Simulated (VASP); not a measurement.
Si3Sn:

```
Si Sn
1.0
     4.18017    0.00000    0.00000
     0.00000    4.03764    0.00000
     0.00000    0.00000    5.74862
Si Sn
3 1
Direct
  0.50000 0.00000 0.77204
  0.50000 0.50000 0.00149
  0.00000 0.50000 0.22370
  0.00000 0.00000 0.50276
```

This cell differs from its parent crystal: uniaxial x strain +3.5%.

Base run:

```yaml
Program: VASP 6.6.1
Functional: r2SCAN
Potentials_or_basis: VASP PAW PBE potentials, release 64 (Si, Sn_d)
Cutoff: 520 eV
k_mesh: 6 × 6 × 4
Occupations: gaussian, width 0.01 eV
Spin: no spin polarisation
```

Its results: band gap on the k mesh 0.35 eV, direct; pressure -2.6 GPa; largest force 0.007 eV/Å.

Question: The run is repeated on the same cell with these changes: functional from r2SCAN to HSE06; k mesh from 6 × 6 × 4 to 4 × 4 × 4. What comes out?

Answer: Band gap on the k mesh 0.70 eV, direct; pressure -2.9 GPa; largest force 0.009 eV/Å.

Several settings changed at once, so the effect can't be laid on one alone.

Caveats: the PAW data sets were made with another functional, which shifts forces and pressure a little; spin-orbit coupling is left out, which moves the levels of the heavy elements.

A k mesh can miss the band edges.
